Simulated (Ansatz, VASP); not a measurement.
## ScAg2: VASP beside Ansatz

The input INCAR:

```
SYSTEM = ScAg2
ALGO = Normal
EDIFF = 1E-6
ENCUT = 520
ISIF = 2
ISMEAR = 1
LASPH = .TRUE.
LCHARG = .TRUE.
LELF = .TRUE.
LREAL = .FALSE.
LVHAR = .TRUE.
LWAVE = .FALSE.
NBANDS = 24
NELM = 60
PREC = Accurate
SIGMA = 0.15
```

KPOINTS

```
k-points
0
G
  11 11 11
  0 0 0
```

The input POSCAR:

```
ScAg2
1.0
   -1.7837505639      1.7837505639      4.5000966976
    1.7837505639     -1.7837505639      4.5000966976
    1.7837505639      1.7837505639     -4.5000966976
Sc Ag
1 2
Direct
    0.0000000000      0.0000000000      0.0000000000
    0.6666430000      0.6666430000      0.0000000000
    0.3333570000      0.3333570000      0.0000000000
```

Input for Ansatz:

```yaml
crystal:
  lattice:
    - [-1.7837505638944648, 1.7837505638944648, 4.50009669760026]
    - [1.7837505638944648, -1.7837505638944648, 4.50009669760026]
    - [1.7837505638944648, 1.7837505638944648, -4.50009669760026]
  atoms:
    - { symbol: Sc, position: [0.0, 0.0, 0.0] }
    - { symbol: Ag, position: [0.666643, 0.666643, 0.0] }
    - { symbol: Ag, position: [0.333357, 0.333357, 0.0] }
basis:
  ecutwfc: 517.016338673772
kpoints:
  mp_grid:
    grid: [11, 11, 11]
hamiltonian:
  xc: lda
  pseudopotentials:
    kind: paw
scf:
  occupations:
    method: cold
    width: 0.15
output:
  stress: true
```

Alike in both runs: task single point; functional LDA; k mesh 11 × 11 × 11; no spin polarisation.

|  | VASP | Ansatz |
| --- | --- | --- |
| version | VASP 6.6.1 | Ansatz 0.2.0 |
| potentials or method | VASP PAW LDA potentials, release 64 (Sc_sv, Ag), cutoff 520 eV | plane waves, PAW |
| occupations | methfessel-paxton of order 1, width 0.15 eV | cold, width 0.15 eV |
| valence electrons in the cell | 33 | 49 |

```tsv
	VASP	Ansatz	Ansatz less VASP
pressure (GPa)	-8.8	-9.1	-0.23
traceless stress, the component that is largest in VASP (GPa)	-0.92	-0.95	-0.037
```

LDA's correlation is that of Perdew and Zunger in VASP and of Perdew and Wang (1992) in Ansatz. VASP's potentials hold 33 valence electrons a cell and Ansatz's 49, so a difference there can come from the potentials and not from the codes.
